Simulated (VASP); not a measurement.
# GaN (ke600) (F-43m) in VASP: notebook, part 2 of 2

VASP 6.6.1.

### Step 4. Relaxation of cell and atoms, LDA

INCAR reads:

```
PREC     = Accurate       # precision mode
ENCUT    = 600            # plane-wave cutoff, eV
EDIFF    = 1E-6           # SCF threshold, eV
ISMEAR   = 0              # smearing method
SIGMA    = 0.02           # smearing width, eV
LREAL    = False          # projectors in reciprocal space
LASPH    = True           # aspherical terms in the spheres
NELM     = 80             # most SCF steps
ALGO     = Normal         # electronic algorithm
ISIF     = 3              # what is computed and relaxed
LWAVE    = False          # write WAVECAR
LCHARG   = False          # write CHGCAR
IBRION   = 2              # ionic algorithm
NSW      = 100            # ionic steps
EDIFFG   = -0.002         # ionic threshold
```

KPOINTS reads:

```
Automatic mesh
0
Gamma
  10 10 10
```

POSCAR reads:

```
GaN
1.0
    0.0000000000      2.2535006100      2.2535006100
    2.2535006100      0.0000000000      2.2535006100
    2.2535006100      2.2535006100      0.0000000000
Ga N
1 1
Direct
    0.0000000000      0.0000000000      0.0000000000
    0.2500000000      0.2500000000      0.2500000000
```

Potentials or basis: VASP PAW LDA potentials, release 64 (Ga_d, N).

Command:

```
$ cat potpaw_LDA.64/Ga_d/POTCAR potpaw_LDA.64/N/POTCAR > POTCAR
$ mpirun -np 1 vasp_std > vasp.out
```

OUTCAR:

```text
PREC = Accurate
   ENCUT = 600
   EDIFF = 1E-6
   ISMEAR = 0
   LREAL = False
   LASPH = True
   NELM = 80
   ISIF = 3
   IBRION = 2
   NSW = 100
   EDIFFG = -0.002

 ion  position               nearest neighbor table
   1  0.000  0.000  0.000-   2 1.95   2 1.95   2 1.95   2 1.95
   2  0.250  0.250  0.250-   1 1.95   1 1.95   1 1.95   1 1.95

  LATTYP: Found a face centered cubic cell.
 ALAT       =     4.5070012200

  Lattice vectors:

 A1 = (   0.0000000000,   2.2535006100,   2.2535006100)
 A2 = (   2.2535006100,   0.0000000000,   2.2535006100)
 A3 = (   2.2535006100,   2.2535006100,   0.0000000000)

Analysis of symmetry for initial positions (statically):
=====================================================================
 Subroutine PRICEL returns:
 Original cell was already a primitive cell.

 Routine SETGRP: Setting up the symmetry group for a
 face centered cubic supercell.

 Subroutine GETGRP returns: Found 24 space group operations
 (whereof 24 operations were pure point group operations)
 out of a pool of 48 trial point group operations.

The static configuration has the point symmetry T_d .

Analysis of symmetry for dynamics (positions and initial velocities):
=====================================================================
 Subroutine PRICEL returns:
 Original cell was already a primitive cell.

 Routine SETGRP: Setting up the symmetry group for a
 face centered cubic supercell.

 Subroutine GETGRP returns: Found 24 space group operations
 (whereof 24 operations were pure point group operations)
 out of a pool of 48 trial point group operations.

The dynamic configuration has the point symmetry T_d .

 Subroutine INISYM returns: Found 24 space group operations
 (whereof 24 operations are pure point group operations),
 and found     1 'primitive' translations

----------------------------------------------------------------------------------------

                                     Primitive cell

  volume of cell :      22.8877

  direct lattice vectors                    reciprocal lattice vectors
     0.000000000  2.253500610  2.253500610    -0.221877020  0.221877020  0.221877020
     2.253500610  0.000000000  2.253500610     0.221877020 -0.221877020  0.221877020
     2.253500610  2.253500610  0.000000000     0.221877020  0.221877020 -0.221877020

  length of vectors
     3.186931125  3.186931125  3.186931125     0.384302272  0.384302272  0.384302272

  position of ions in fractional coordinates (direct lattice)
     0.000000000  0.000000000  0.000000000
     0.250000000  0.250000000  0.250000000

  ion indices of the primitive-cell ions
   primitive index   ion index
                 1           1
                 2           2

----------------------------------------------------------------------------------------

 KPOINTS: Automatic mesh

Automatic generation of k-mesh.
 Grid dimensions read from file:
 generate k-points for:   10   10   10

 Generating k-lattice:

  Cartesian coordinates                     Fractional coordinates (reciprocal lattice)
    -0.022187702  0.022187702  0.022187702     0.100000000  0.000000000  0.000000000
     0.022187702 -0.022187702  0.022187702     0.000000000  0.100000000  0.000000000
[... 52 lines left out ...]
   ISPIN  =      1    spin polarized calculation?
   LNONCOLLINEAR =      F non collinear calculations
   LSORBIT =      F    spin-orbit coupling
   LASPH  =      T    aspherical Exc in radial PAW
   ENCUT  =  600.0 eV  44.10 Ry    6.64 a.u.   6.37  6.37  6.37*2*pi/ulx,y,z
   NELM   =     80;   NELMIN=  2; NELMDL= -5     # of ELM steps
   EDIFF  = 0.1E-05   stopping-criterion for ELM
   LREAL  =      F    real-space projection
   EDIFFG = -.2E-02   stopping-criterion for IOM
   NSW    =    100    number of steps for IOM
   IBRION =      2    ionic relax: 0-MD 1-quasi-New 2-CG
   NFREE  =      1    steps in history (QN), initial steepest desc. (CG)
   ISIF   =      3    stress and relaxation
   ISYM   =      2    0-nonsym 1-usesym 2-fastsym
   POTIM  = 0.5000    time-step for ionic-motion
   TEBEG  =    0.0;   TEEND  =   0.0 temperature during run
   PSTRESS=    0.0 pullay stress
   NELECT =      18.0000    total number of electrons
   NUPDOWN=      -1.0000    fix difference up-down
   EMIN   =  10.00;   EMAX   =-10.00  energy-range for DOS
   EFERMI =   0.00;   METHOD = LEGACY
   ISMEAR =     0;   SIGMA  =   0.02  broadening in eV -4-tet -1-fermi 0-gaus
   EFERMI_NEDOS =   21; number of points for ismear=-14 and -15
   IALGO  =     38    algorithm
   IMIX   =      4    mixing-type and parameters
     AMIX     =   0.40;   BMIX     =  1.00
     AMIX_MAG =   1.60;   BMIX_MAG =  1.00
  volume/ion in A,a.u.               =      11.44        77.23
  Fermi-wavevector in a.u.,A,eV,Ry     =   1.511117  2.855596 31.068543  2.283473
  Thomas-Fermi vector in A             =   2.621216
   LORBIT       =      0    0 simple, 1 ext, 2 COOP (PROOUT), +10 PAW based schemes
   GGA     = CA    functional components
   LHFCALC =     F    Hartree Fock is set to
   AEXX    =    0.0000 exact exchange contribution
   IVDW    =     0    specifies the selected vdW correction
   LEPSILON=     F    determine dielectric tensor
   LRPA    =     F    only Hartree local field effects (RPA)
 conjugate gradient relaxation of ions
 non-spin polarized calculation
 Gauss-broadening in eV      SIGMA  =   0.02
  energy-cutoff  :      600.00
  volume of cell :       22.89
 maximum number of plane-waves:       785
 NGX is ok and might be reduce to    28
   NGX = 13   NGY = 13   NGZ = 13

--------------------------------------- Ionic step        1  -------------------------------------------

 number of electron      18.0000005 magnetization

 Free energy of the ion-electron system (eV)
  ---------------------------------------------------
  ext. energy  EPLUGINS =         0.00000000
  ---------------------------------------------------
  free energy    TOTEN  =       -13.93335767 eV

  energy without entropy =      -13.93335767  energy(sigma->0) =      -13.93335767

------------------------ aborting loop because EDIFF is reached ----------------------------------------

  FORCE on cell =-STRESS in cart. coord.  units (eV):
  Direction    XX          YY          ZZ          XY          YZ          ZX
  --------------------------------------------------------------------------------------
  -------------------------------------------------------------------------------------
  Total       -0.7996054     -0.7996054     -0.7996054     -0.0000000      0.0000000     -0.0000000
  in kB      -55.9736067    -55.9736067    -55.9736067     -0.0000000      0.0000000     -0.0000000
  external PRESSURE =     -55.9736067 kB  Pullay stress =       0.0000000 kB
[... 59 lines left out ...]
--------------------------------------- Ionic step        3  -------------------------------------------

 number of electron      18.0000001 magnetization

 Free energy of the ion-electron system (eV)
  ---------------------------------------------------
  ext. energy  EPLUGINS =         0.00000000
  ---------------------------------------------------
  free energy    TOTEN  =       -13.94539603 eV

  energy without entropy =      -13.94539603  energy(sigma->0) =      -13.94539603

 E-fermi :   5.4825     XC(G=0): -12.2767

 val. band max:        5.3613025401   @ k =   0.0000   0.0000   0.0000
 cond. band min:       7.3010417896   @ k =   0.0000   0.0000   0.0000
 fundamental gap:      1.9397392495
 Fermi energy:         5.4825490233

 k-point     1 :       0.0000    0.0000    0.0000
  band No.  band energies     occupation
      1     -10.7015      2.00000
      2      -8.2230      2.00000
      3      -8.2230      2.00000
      4      -8.2230      2.00000
      5      -7.8742      2.00000
      6      -7.8742      2.00000
      7       5.3613      2.00000
      8       5.3613      2.00000
      9       5.3613      2.00000
     10       7.3010      0.00000
     11      15.6563      0.00000
     12      15.6563      0.00000
     13      15.6563      0.00000
[... 354 lines left out ...]
  band No.  band energies     occupation
      1      -9.6722      2.00000
      2      -8.0895      2.00000
      3      -7.9795      2.00000
      4      -7.9782      2.00000
      5      -7.8082      2.00000
      6      -6.8754      2.00000
      7       0.2471      2.00000
      8       2.7638      2.00000
      9       3.1022      2.00000
     10       9.7689      0.00000
     11      12.5621      0.00000
     12      16.1564      0.00000
     13      18.2946      0.00000

 [... further k-points ...]

------------------------ aborting loop because EDIFF is reached ----------------------------------------

  FORCE on cell =-STRESS in cart. coord.  units (eV):
  Direction    XX          YY          ZZ          XY          YZ          ZX
  --------------------------------------------------------------------------------------
  -------------------------------------------------------------------------------------
  Total        0.0016202      0.0016202      0.0016202      0.0000000      0.0000000      0.0000000
  in kB        0.1168194      0.1168194      0.1168194      0.0000000      0.0000000      0.0000000
  external PRESSURE =       0.1168194 kB  Pullay stress =       0.0000000 kB
[... 17 lines left out ...]
  FREE ENERGIE OF THE ION-ELECTRON SYSTEM (eV)
  ---------------------------------------------------
  free  energy   TOTEN  =       -13.9453960287 eV

  energy  without entropy=      -13.9453960287  energy(sigma->0) =      -13.94539603

 reached required accuracy - stopping structural energy minimisation
```

It took 59 s on 1 thread of Intel Xeon 8259CL, shared host; peak memory 0.16 GiB.

What came out:

```
Free energy                            : -13.9454 eV
Relaxed volume                         : 11.11 Å³/atom
Relaxed cell                           : a = 3.156 Å, b = 3.156 Å, c = 3.156 Å, α = 60.00°, β = 60.00°, γ = 60.00°
Space group after relaxing (to 0.05 Å) : F-43m (No. 216)
Energy gained by relaxing              : 6.0 meV/atom
Ionic steps                            : 3
Pressure after relaxing                : 0.0 GPa
Band gap on the k mesh                 : 1.94 eV, direct
```

The path:
```tsv
step	energy change (eV)	largest force (eV/Å)	pressure (GPa)	volume (Å³)
1	0.0000	0.0000	-5.60	22.89
2	-0.0003	0.0000	6.11	21.59
3	-0.0120	0.0000	0.01	22.22
```

Final structure:
```yaml
crystal:
  lattice:
    - [0.00000, 2.23142, 2.23142]
    - [2.23142, 0.00000, 2.23142]
    - [2.23142, 2.23142, 0.00000]
  atoms:
    - { symbol: Ga, position: [0.00000, 0.00000, 0.00000] }
    - { symbol: N, position: [0.25000, 0.25000, 0.25000] }
```

Levels at points of the mesh, in eV from the valence-band top:
```tsv
k point	band 6	band 7	band 8	band 9	band 10	band 11	band 12	band 13
(0.00, 0.00, 0.00)	-13.24	0.00	0.00	0.00	1.94	10.29	10.29	10.29
(0.50, 0.00, 0.00)	-11.86	-7.32	-1.02	-1.02	4.75	8.74	10.36	10.36
(0.50, 0.50, 0.00)	-11.38	-6.33	-2.84	-2.84	3.26	6.66	11.71	14.07
```

### Step 5. Overview

```tsv
task	cell	k mesh	cutoff (eV)	smearing	gap on the mesh (eV)	pressure (GPa)
single point	a = 3.187 Å, angles 60.0°, 2 atoms	8 × 8 × 8	520	gaussian 0.1 eV	1.75	-5.5
single point	a = 3.150 Å, angles 60.0°, 2 atoms	10 × 10 × 10	520	gaussian 0.02 eV	1.97	1.1
relaxation of cell and atoms	relaxed from a = 3.187 Å, angles 60.0°, 2 atoms	10 × 10 × 10	600	gaussian 0.02 eV	1.94	0.0
```

Alike in all rows: level LDA; potentials or basis VASP PAW LDA potentials, release 64 (Ga_d, N); no spin polarisation.

Absolute energies hang on the potentials; compare differences alone.
